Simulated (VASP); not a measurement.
Set up this calculation in VASP 6.6.1, as the native input.

```yaml
Task: single point
Functional: PBE
Potentials_or_basis: VASP PAW PBE potentials, release 64 (Li_sv, Cl)
Cutoff: 520 eV
k_mesh: 6 × 6 × 6
Occupations: gaussian, width 0.01 eV
Spin: no spin polarisation
Dipole_correction: no
Further_INCAR_settings: ALGO = Normal; EDIFF = 1e-07; NBANDS = 12
```

The structure of LiCl lies in POSCAR:

```
LiCl
1.0
    3.2140673587      0.0000000000      0.0000000000
    0.0000000000      3.2140673587      0.0000000000
    0.0000000000      0.0000000000      3.2140673587
Li Cl
1 1
Direct
    0.0000000000      0.0000000000      0.0000000000
    0.5000000000      0.5000000000      0.5000000000
```

This cell differs from its parent crystal: volume changed by -6%.

These files were run (other wordings do the same):

INCAR

```
SYSTEM = LiCl
PREC = Accurate ; ENCUT = 520
EDIFF = 1E-7 ; ISMEAR = 0
SIGMA = 0.01 ; LREAL = .FALSE.
LASPH = .TRUE. ; NELM = 100
ALGO = Normal ; ISIF = 2
LWAVE = .FALSE. ; LCHARG = .FALSE.
GGA = PE ; NBANDS = 12
```

KPOINTS

```
regular mesh
0
G
  6 6 6
  0 0 0
```

Potentials or basis: VASP PAW PBE potentials, release 64 (Li_sv, Cl).

Launch:

```bash
$ cat potpaw_PBE.64/Li_sv/POTCAR potpaw_PBE.64/Cl/POTCAR > POTCAR
$ mpirun -np 1 vasp_std > vasp.out
```

Results of the run:

- Band gap on the k mesh: 4.65 eV, indirect (least direct gap 5.15 eV)

Run time: 9 s on 1 thread of Intel Xeon 6975P-C (shared host), peak memory 0.13 GiB.
